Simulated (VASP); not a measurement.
A run of VASP 6.6.1:

INCAR

```
  ALGO = Normal
  EDIFF = 1E-7
  ENCUT = 520
  GGA = PE
  ISIF = 2
  ISMEAR = 0
  IVDW = 12
  LASPH = True
  LCHARG = True
  LELF = True
  LREAL = False
  LVHAR = True
  LWAVE = False
  NBANDS = 28
  NELM = 80
  PREC = Accurate
  SIGMA = 0.05
```

Contents of KPOINTS:

```
k-points
0
Gamma
  10 10 8
```

POSCAR

```
SnO
1.0
    3.8332191953      0.0000000000      0.0000000000
    0.0000000000      3.8332191953      0.0000000000
    0.0000000000      0.0000000000      4.7537567951
Sn O
2 2
Direct
    0.5000000000      0.0000000000      0.2439836877
    0.0000000000      0.5000000000      0.7560163123
    0.0000000000      0.0000000000      0.0000000000
    0.5000000000      0.5000000000      0.0000000000
```

Potentials or basis: VASP PAW PBE potentials, release 64 (Sn_d, O).

The run is started by

```sh
$ cat potpaw_PBE.64/Sn_d/POTCAR potpaw_PBE.64/O/POTCAR > POTCAR
$ mpirun -np 1 vasp_std > vasp.out
```

Hardware: 1 thread of Intel(R) Xeon(R) 6975P-C (Granite Rapids) (shared host).

Task: Estimate the wall time of this run.

Result: Run time: 82 s on 1 thread of Intel(R) Xeon(R) 6975P-C (Granite Rapids), on a shared host, peak memory 0.29 GiB. Counts: scf iterations 15, k points 105.
